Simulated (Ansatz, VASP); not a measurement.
# C in VASP and in Ansatz

The input INCAR:

```
SYSTEM = C
PREC = Accurate
ENCUT = 520
EDIFF = 1E-6
ISMEAR = -1
SIGMA = 0.05
LREAL = .FALSE.
LASPH = .TRUE.
NELM = 100
ALGO = Normal
ISIF = 2
LWAVE = .FALSE.
LCHARG = .FALSE.
NBANDS = 16
```

The input KPOINTS:

```
Automatic mesh
0
G
  12 12 12
  0 0 0
```

The input POSCAR:

```
C
1.0
    1.2331880975      0.7119814801      8.2826151019
   -1.2331880975      0.7119814801      8.2826151019
    0.0000000000     -1.4239629601      8.2826151019
C
4
Direct
    0.0871730800      0.0871730800      0.0871730800
    0.7538500600      0.7538500600      0.7538500600
    0.2461499400      0.2461499400      0.2461499400
    0.9128269200      0.9128269200      0.9128269200
```

input.yaml

```yaml
crystal:
  lattice:
    - [1.2331880975, 0.7119814801, 8.2826151019]
    - [-1.2331880975, 0.7119814801, 8.2826151019]
    - [0.0, -1.4239629601, 8.2826151019]
  atoms:
    - { symbol: C, position: [0.08717308, 0.08717308, 0.08717308] }
    - { symbol: C, position: [0.75385006, 0.75385006, 0.75385006] }
    - { symbol: C, position: [0.24614994, 0.24614994, 0.24614994] }
    - { symbol: C, position: [0.91282692, 0.91282692, 0.91282692] }
kpoints:
  mp_grid: { grid: [12, 12, 12] }
scf:
  occupations: { method: fermi_dirac, width: 0.05 }
hamiltonian:
  xc: lda
  pseudopotentials: { kind: all_electron, lapw: { basis_error: 0.002 } }
output:
  forces: true
  stress: true
  eigenvalues: true
```

Alike in both runs: task single point; functional LDA; k mesh 12 × 12 × 12; occupations fermi-dirac, width 0.05 eV; no spin polarisation.

|  | VASP | Ansatz |
| --- | --- | --- |
| version | VASP 6.6.1 | Ansatz 0.2.0 |
| potentials or method | VASP PAW LDA potentials, release 64 (C), cutoff 520 eV | all-electron LAPW, scalar-relativistic |

Ansatz gave:

| Quantity | Value |
| --- | --- |
| gap on the k mesh at the Fermi level (eV) | 0.19 |
| least direct gap on the mesh (eV) | 0.19 |
| pressure (GPa) | -6.1 |
| traceless stress, the component that is largest in VASP (GPa) | 5.16 |
| rms of the force components (eV/Å) | 0.004 |

Question: Which values does VASP return?

Answer: gap on the k mesh at the Fermi level (eV): 0.19; least direct gap on the mesh (eV): 0.19; pressure (GPa): -5.5; traceless stress, the component that is largest in VASP (GPa): 4.45; rms of the force components (eV/Å): 0.004.

LDA's correlation is that of Perdew and Zunger in VASP and of Perdew and Wang (1992) in Ansatz. Atom by atom the forces differ by 0.000 eV/Å (rms over components). Ansatz ran all-electron here, and VASP with PAW potentials.
